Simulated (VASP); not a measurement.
Write the native input for VASP 6.6.1 that does the following.

```yaml
Task: single point
Functional: PBEsol
Potentials_or_basis: VASP PAW PBE potentials, release 64 (Be, S)
Cutoff: 600 eV
k_mesh: 5 × 5 × 5
Occupations: gaussian, width 0.1 eV
Spin: collinear spin, ferromagnetic start
Starting_moments: "[0.0, -5.0] μB"
Dipole_correction: no
Further_INCAR_settings: ALGO = Normal; EDIFF = 1e-06; NBANDS = 15
```

The structure of BeS lies in POSCAR:

```
BeS
1.0
    0.0000000000      2.4351516489      2.4351516489
    2.4351516489      0.0000000000      2.4351516489
    2.4351516489      2.4351516489      0.0000000000
Be S
1 1
Direct
    0.0000000000      0.0000000000      0.0000000000
    0.7500000000      0.7500000000      0.7500000000
```

One way to write it, as run:

INCAR

```
  ALGO = Normal
  EDIFF = 1E-6
  ENCUT = 600
  GGA = PS
  GGA_COMPAT = False
  ISIF = 2
  ISMEAR = 0
  ISPIN = 2
  LASPH = True
  LCHARG = False
  LORBIT = 11
  LREAL = False
  LWAVE = False
  MAGMOM = 0 -5
  NBANDS = 15
  NELM = 200
  PREC = Accurate
  SIGMA = 0.1
```

KPOINTS

```
k-points
0
Gamma
  5 5 5
```

Potentials or basis: VASP PAW PBE potentials, release 64 (Be, S).

Run with:

```bash
$ cat potpaw_PBE.64/Be/POTCAR potpaw_PBE.64/S/POTCAR > POTCAR
$ mpirun -np 1 vasp_std > vasp.out
```

It gave:

```yaml
Pressure: -1.5 GPa
Band_gap_on_the_k_mesh: 3.25 eV, indirect (least direct gap 5.60 eV)
Net_moment: 0.00 μB per cell
Valence_electrons_inside_the_program's_atomic_spheres: Be 1.03; S 3.81
```

Caveat: the k points lie up to 0.45 Å⁻¹ apart; the PAW data sets were made with another functional, which shifts forces and pressure a little.

Wall time 6.5 s on 1 thread of Intel(R) Xeon(R) 6975P-C (Granite Rapids) (shared host), peak memory 0.16 GiB.
